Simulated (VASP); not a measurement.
# Ge (Cmcm) in VASP: settings compared, part 2 of 2

VASP 6.6.1.

### 4 Single point, PBEsol

INCAR reads:

```
PREC = Accurate ; ENCUT = 520
EDIFF = 1E-6 ; ISMEAR = -1
SIGMA = 0.05 ; LREAL = False
LASPH = True ; NELM = 80
ALGO = Normal ; ISIF = 2
LWAVE = False ; LCHARG = True
GGA = PS ; LELF = True
LVHAR = True ; NBANDS = 21
```

KPOINTS reads:

```
Automatic mesh
0
Gamma
  10 10 5
```

POSCAR reads:

```
Ge
1.0
    1.4880530000     -2.5946900000      0.0000000000
    1.4880530000      2.5946900000      0.0000000000
    0.0000000000      0.0000000000      4.7275960000
Ge
2
Direct
    0.6665530000      0.3334470000      0.2500000000
    0.3334470000      0.6665530000      0.7500000000
```

Potentials or basis: VASP PAW PBE potentials, release 64 (Ge_d).

The run is started by

```console
> cat potpaw_PBE.64/Ge_d/POTCAR > POTCAR
> mpirun -np 1 vasp_std > vasp.out
```

OUTCAR:

```text
PREC = Accurate
   ENCUT = 520
   EDIFF = 1E-6
   ISMEAR = -1
   LREAL = False
   LASPH = True
   NELM = 80
   ISIF = 2
   GGA = PS

 ion  position               nearest neighbor table
   1  0.667  0.333  0.250-
   2  0.333  0.667  0.750-

  LATTYP: Found a base centered orthorhombic cell.
 ALAT       =     2.9761060000
 B/A-ratio  =     1.7436811726
 C/A-ratio  =     1.5885173445

  Lattice vectors:

 A1 = (   1.4880530000,  -2.5946900000,   0.0000000000)
 A2 = (   1.4880530000,   2.5946900000,   0.0000000000)
 A3 = (   0.0000000000,   0.0000000000,   4.7275960000)

Analysis of symmetry for initial positions (statically):
=====================================================================
 Subroutine PRICEL returns:
 Original cell was already a primitive cell.

 Routine SETGRP: Setting up the symmetry group for a
 base centered orthorhombic supercell.

 Subroutine GETGRP returns: Found  8 space group operations
 (whereof  4 operations were pure point group operations)
 out of a pool of  8 trial point group operations.

The static configuration has the point symmetry C_2h.
 The point group associated with its full space group is D_2h.

Analysis of symmetry for dynamics (positions and initial velocities):
=====================================================================
 Subroutine PRICEL returns:
 Original cell was already a primitive cell.

 Routine SETGRP: Setting up the symmetry group for a
 base centered orthorhombic supercell.

 Subroutine GETGRP returns: Found  8 space group operations
 (whereof  4 operations were pure point group operations)
 out of a pool of  8 trial point group operations.

The dynamic configuration has the point symmetry C_2h.
 The point group associated with its full space group is D_2h.

 Subroutine INISYM returns: Found  8 space group operations
 (whereof  4 operations are pure point group operations),
 and found     1 'primitive' translations

----------------------------------------------------------------------------------------

                                     Primitive cell

  volume of cell :      36.5068

  direct lattice vectors                    reciprocal lattice vectors
     1.488053000 -2.594690000  0.000000000     0.336009537 -0.192701248  0.000000000
     1.488053000  2.594690000  0.000000000     0.336009537  0.192701248  0.000000000
     0.000000000  0.000000000  4.727596000     0.000000000  0.000000000  0.211523997

  length of vectors
     2.991106472  2.991106472  4.727596000     0.387345040  0.387345040  0.211523997

  position of ions in fractional coordinates (direct lattice)
     0.666553000  0.333447000  0.250000000
     0.333447000  0.666553000  0.750000000

  ion indices of the primitive-cell ions
   primitive index   ion index
                 1           1
                 2           2

----------------------------------------------------------------------------------------

 KPOINTS: Automatic mesh

Automatic generation of k-mesh.
 Grid dimensions read from file:
 generate k-points for:   10   10    5

 Generating k-lattice:

  Cartesian coordinates                     Fractional coordinates (reciprocal lattice)
     0.033600954 -0.019270125  0.000000000     0.100000000  0.000000000  0.000000000
     0.033600954  0.019270125  0.000000000     0.000000000  0.100000000  0.000000000
     0.000000000  0.000000000  0.042304799     0.000000000  0.000000000  0.200000000

  Length of vectors
     0.038734504  0.038734504  0.042304799

  Shift w.r.t. Gamma in fractional coordinates (k-lattice)
     0.000000000  0.000000000  0.000000000

 Subroutine IBZKPT returns following result:
 ===========================================

 Found     93 irreducible k-points:

 Following reciprocal coordinates:
            Coordinates               Weight
  0.000000  0.000000  0.000000      1.000000
  0.100000 -0.000000  0.000000      4.000000
  0.200000 -0.000000  0.000000      4.000000
  0.300000  0.000000  0.000000      4.000000
  0.400000 -0.000000  0.000000      4.000000
  0.500000  0.000000  0.000000      2.000000
[... 16 lines left out ...]
  0.300000  0.300000  0.000000      2.000000
  0.400000  0.300000  0.000000      4.000000
 [... further k-points ...]
   k-points           NKPTS =     93   k-points in BZ     NKDIM =     93   number of bands    NBANDS=     21
   number of dos      NEDOS =    301   number of ions     NIONS =      2
   total plane-waves  NPLWV =  20736
   dimension x,y,z NGX =    24 NGY =   24 NGZ =   36
   dimension x,y,z NGXF=    48 NGYF=   48 NGZF=   72
   ions per type =               2
   NGX,Y,Z   is equivalent  to a cutoff of  13.34, 13.34, 12.66 a.u.
   NGXF,Y,Z  is equivalent  to a cutoff of  26.68, 26.68, 25.32 a.u.
 SYSTEM =  unknown system
   PREC   = accura    normal or accurate (medium, high low for compatibility)
   ISTART =      0    job   : 0-new  1-cont  2-samecut
   ICHARG =      2    charge: 1-file 2-atom 10-const
   ISPIN  =      1    spin polarized calculation?
   LNONCOLLINEAR =      F non collinear calculations
   LSORBIT =      F    spin-orbit coupling
   LASPH  =      T    aspherical Exc in radial PAW
   ENCUT  =  520.0 eV  38.22 Ry    6.18 a.u.   5.56  5.56  8.79*2*pi/ulx,y,z
   NELM   =     80;   NELMIN=  2; NELMDL= -5     # of ELM steps
   EDIFF  = 0.1E-05   stopping-criterion for ELM
   LREAL  =      F    real-space projection
   EDIFFG = 0.1E-04   stopping-criterion for IOM
   NSW    =      0    number of steps for IOM
   IBRION =     -1    ionic relax: 0-MD 1-quasi-New 2-CG
   NFREE  =      0    steps in history (QN), initial steepest desc. (CG)
   ISIF   =      2    stress and relaxation
   ISYM   =      2    0-nonsym 1-usesym 2-fastsym
   POTIM  = 0.5000    time-step for ionic-motion
   TEBEG  =    0.0;   TEEND  =   0.0 temperature during run
   PSTRESS=    0.0 pullay stress
   NELECT =      28.0000    total number of electrons
   NUPDOWN=      -1.0000    fix difference up-down
   EMIN   =  10.00;   EMAX   =-10.00  energy-range for DOS
   EFERMI =   0.00;   METHOD = LEGACY
   ISMEAR =    -1;   SIGMA  =   0.05  broadening in eV -4-tet -1-fermi 0-gaus
   EFERMI_NEDOS =   21; number of points for ismear=-14 and -15
   IALGO  =     38    algorithm
   IMIX   =      4    mixing-type and parameters
     AMIX     =   0.40;   BMIX     =  1.00
     AMIX_MAG =   1.60;   BMIX_MAG =  1.00
  volume/ion in A,a.u.               =      18.25       123.18
  Fermi-wavevector in a.u.,A,eV,Ry     =   1.498544  2.831837 30.553698  2.245633
  Thomas-Fermi vector in A             =   2.610289
   LORBIT       =      0    0 simple, 1 ext, 2 COOP (PROOUT), +10 PAW based schemes
   GGA     = PS    functional components
   LHFCALC =     F    Hartree Fock is set to
   AEXX    =    0.0000 exact exchange contribution
   IVDW    =     0    specifies the selected vdW correction
   LEPSILON=     F    determine dielectric tensor
   LRPA    =     F    only Hartree local field effects (RPA)
 non-spin polarized calculation
  energy-cutoff  :      520.00
  volume of cell :       36.51
 maximum number of plane-waves:      1004
 NGX is ok and might be reduce to    24
   NGX = 11   NGY = 11   NGZ = 17

 number of electron      28.0000012 magnetization

 Free energy of the ion-electron system (eV)
  ---------------------------------------------------
  ext. energy  EPLUGINS =         0.00000000
  ---------------------------------------------------
  free energy    TOTEN  =        -9.29095984 eV

  energy without entropy =       -9.28003678  energy(sigma->0) =       -9.28549831

 E-fermi :   7.0501     XC(G=0): -11.6062

 val. band max:        7.0485599824   @ k =   0.3000   0.3000   0.0000
 cond. band min:       7.0725402359   @ k =   0.2000   0.1000   0.4000
 fundamental gap:      0.0239802535
 Fermi energy:         7.0500647985

 k-point     1 :       0.0000    0.0000    0.0000
  band No.  band energies     occupation
      1     -17.6630      2.00000
      2     -17.6513      2.00000
      3     -17.6503      2.00000
      4     -17.6476      2.00000
      5     -17.6420      2.00000
      6     -17.6387      2.00000
[... 13 lines left out ...]
     20      19.8239      0.00000
     21      21.0993      0.00000
[... 529 lines left out ...]
 k-point    24 :       0.4000    0.3000    0.0000
  band No.  band energies     occupation
      1     -17.6972      2.00000
      2     -17.6464      2.00000
      3     -17.6426      2.00000
      4     -17.6348      2.00000
      5     -17.6194      2.00000
      6     -17.6061      2.00000
[... 13 lines left out ...]
     20      22.6011      0.00000
     21      23.2027      0.00000

 [... further k-points ...]

------------------------ aborting loop because EDIFF is reached ----------------------------------------

  FORCE on cell =-STRESS in cart. coord.  units (eV):
  Direction    XX          YY          ZZ          XY          YZ          ZX
  --------------------------------------------------------------------------------------
  -------------------------------------------------------------------------------------
  Total        0.0872813      0.1943420     -0.3126421      0.0000000      0.0000000      0.0000000
  in kB        3.8305200      8.5290947    -13.7209376      0.0000000      0.0000000      0.0000000
  external PRESSURE =      -0.4537743 kB  Pullay stress =       0.0000000 kB

 VOLUME and BASIS-vectors are now :
 -----------------------------------------------------------------------------
  energy-cutoff  :      520.00
  volume of cell :       36.51
      direct lattice vectors                 reciprocal lattice vectors
     1.488053000 -2.594690000  0.000000000     0.336009537 -0.192701248  0.000000000
     1.488053000  2.594690000  0.000000000     0.336009537  0.192701248  0.000000000
     0.000000000  0.000000000  4.727596000     0.000000000  0.000000000  0.211523997

 POSITION                                       TOTAL-FORCE (eV/Angst)
 -----------------------------------------------------------------------------------
      1.48805     -0.86431      1.18190         0.000000      0.004473     -0.000000
      1.48805      0.86431      3.54570         0.000000     -0.004473      0.000000
 -----------------------------------------------------------------------------------
    total drift:                               -0.000000     -0.000000     -0.000000

  FREE ENERGIE OF THE ION-ELECTRON SYSTEM (eV)
  ---------------------------------------------------
  free  energy   TOTEN  =        -9.2909598415 eV

  energy  without entropy=       -9.2800367828  energy(sigma->0) =       -9.28549831
```

OSZICAR:

```text
N       E                     dE             d eps       ncg     rms          rms(c)
DAV:   1     0.173478197852E+03    0.17348E+03   -0.14247E+04  4514   0.383E+03
DAV:   2     0.141379129039E+02   -0.15934E+03   -0.15399E+03  3921   0.584E+02
DAV:   3    -0.872008107996E+01   -0.22858E+02   -0.22648E+02  4437   0.131E+02
DAV:   4    -0.932826249587E+01   -0.60818E+00   -0.60785E+00  4467   0.248E+01
DAV:   5    -0.933734353317E+01   -0.90810E-02   -0.90808E-02  4427   0.332E+00    0.173E+00
DAV:   6    -0.930396429945E+01    0.33379E-01   -0.34051E-02  5375   0.310E+00    0.909E-01
DAV:   7    -0.929155589751E+01    0.12408E-01   -0.17104E-02  5370   0.178E+00    0.107E-01
DAV:   8    -0.929095059007E+01    0.60531E-03   -0.14611E-03  4622   0.701E-01    0.313E-02
DAV:   9    -0.929095784856E+01   -0.72585E-05   -0.30353E-05  4418   0.648E-02    0.102E-02
DAV:  10    -0.929096002803E+01   -0.21795E-05   -0.11788E-06  3689   0.918E-03    0.423E-04
DAV:  11    -0.929095984148E+01    0.18655E-06   -0.12010E-07  2613   0.556E-03
   1 F= -.92909598E+01 E0= -.92854983E+01  d E =-.109231E-01
```

stdout:

```text
POSCAR found type information on POSCAR Ge
 POSCAR found :  1 types and       2 ions
 scaLAPACK will be used
 -----------------------------------------------------------------------------
|                                                                             |
|                                                                             |
|     You enforced a specific xc type in the INCAR file but a different       |
|     I HOPE YOU KNOW WHAT YOU ARE DOING!                                     |
|                                                                             |
 -----------------------------------------------------------------------------

 LDA part: xc-table for (Slater+PW92), standard interpolation
 POSCAR, INCAR and KPOINTS ok, starting setup
 FFT: planning ... GRIDC
 FFT: planning ... GRID_SOFT
 FFT: planning ... GRID
 WAVECAR not read
 entering main loop
```

Wall time 18 s (1 thread of Intel Xeon 6975P-C (Granite Rapids), shared host); peak memory 0.19 GiB.

Results:

* Free energy: -9.2910 eV
* Pressure: 0.0 GPa
* Largest force: 0.004 eV/Å
* Band gap on the k mesh: zero (band 14 reaches 13.73 eV, above the bottom of band 15 at 4.55 eV)

Forces on the atoms (eV/Å):
```
Ge   0.000  0.004  0.000
Ge   0.000 -0.004  0.000
```

Caveat: the PAW data sets were made with another functional, which shifts forces and pressure a little.

### 5 The runs side by side

| level | potentials or basis | gap on the mesh (eV) | pressure (GPa) |
| --- | --- | --- | --- |
| LDA | VASP PAW LDA potentials, release 64 (Ge_d) | none | -1.7 |
| BLYP | VASP PAW PBE potentials, release 64 (Ge_d) | none | 11.0 |
| PBEsol | VASP PAW PBE potentials, release 64 (Ge_d) | none | 0.0 |

Alike in all rows: task single point; no spin polarisation; cell as given; k mesh 10 × 10 × 5; cutoff (eV) 520; smearing fermi-dirac 0.05 eV.

Caveats: the PAW data sets were made with another functional, which shifts forces and pressure a little (some runs).

Total energies depend on the potentials used, so only differences within one code and one set of settings carry meaning.
